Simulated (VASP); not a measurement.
Crystal: CoSi2.

```
Co Si
1.0
     0.00000    2.68018    2.68018
     2.68018    0.00000    2.68018
     2.68018    2.68018    0.00000
Co Si
1 2
Direct
  0.00000 0.00000 0.00000
  0.25000 0.25000 0.25000
  0.75000 0.75000 0.75000
```

Base run:

```yaml
Program: VASP 6.6.1
Functional: PBE
Potentials_or_basis: VASP PAW PBE potentials, release 64 (Co, Si)
Cutoff: 520 eV
k_mesh: 14 × 14 × 14
Occupations: gaussian, width 0.15 eV
Spin: collinear spin, ferromagnetic start
Starting_moments: "[0.275, 0.0, 0.0] μB"
Fixed_moment: 0.275 μB
```

Its results: pressure 0.0 GPa; site moments Co +0.18; Si +0.02 μB.

**Question.** The run is repeated on the same cell with these changes: fixed moment from 0.275 μB to 1.375 μB; moments at the start from [0.28, 0.0, 0.0] to [1.38, 0.0, 0.0]. What comes out?

**Answer.** Pressure 7.8 GPa; site moments Co +0.88; Si +0.11 μB.

Caveats: the total moment is fixed, so each spin has its own Fermi level; the cell stands under pressure (at least some runs).
